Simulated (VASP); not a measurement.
Crystal: Ti3Si.

```
CELL_PARAMETERS angstrom
0.00000 -3.17121 3.17121
3.17121 -3.17121 0.00000
3.17121 0.00000 3.17121
ATOMIC_POSITIONS crystal
Ti 0.00000 0.00000 0.00000
Ti 0.25000 0.25000 0.25000
Ti 0.50000 0.50000 0.50000
Si 0.75000 0.75000 0.75000
```

| Item | Value |
| --- | --- |
| Program | VASP 6.6.1 |
| Task | relaxation of cell and atoms |
| Functional | PBEsol |
| Potentials or basis | VASP PAW PBE potentials, release 64 (Ti_sv, Si) |
| Cutoff | 600 eV |
| k mesh | 12 × 12 × 12 |
| Occupations | gaussian, width 0.1 eV |
| Spin | no spin polarisation |

At the start: pressure -8.0 GPa; volume 15.95 Å³/atom.

Problem. Where does the relaxation end?

Solution. Over 3 steps the energy falls by 26.3 meV/atom and the volume is 14.96 Å³/atom (-6.2 %); space group Fm-3m (No. 225, to 0.05 Å).

Step by step:
```tsv
step	energy change (eV)	largest force (eV/Å)	pressure (GPa)	volume (Å³)
1	0.0000	0.0000	-8.04	63.78
2	-0.0259	0.0000	8.44	56.68
3	-0.1052	0.0000	-0.05	59.84
```

Final structure:
```
CELL_PARAMETERS angstrom
0.00000 -3.10446 3.10446
3.10446 -3.10446 0.00000
3.10446 0.00000 3.10446
ATOMIC_POSITIONS crystal
Ti 0.00000 0.00000 0.00000
Ti 0.25000 0.25000 0.25000
Ti 0.50000 0.50000 0.50000
Si 0.75000 0.75000 0.75000
```

Caveat: the PAW data sets were made with another functional, which shifts forces and pressure a little.
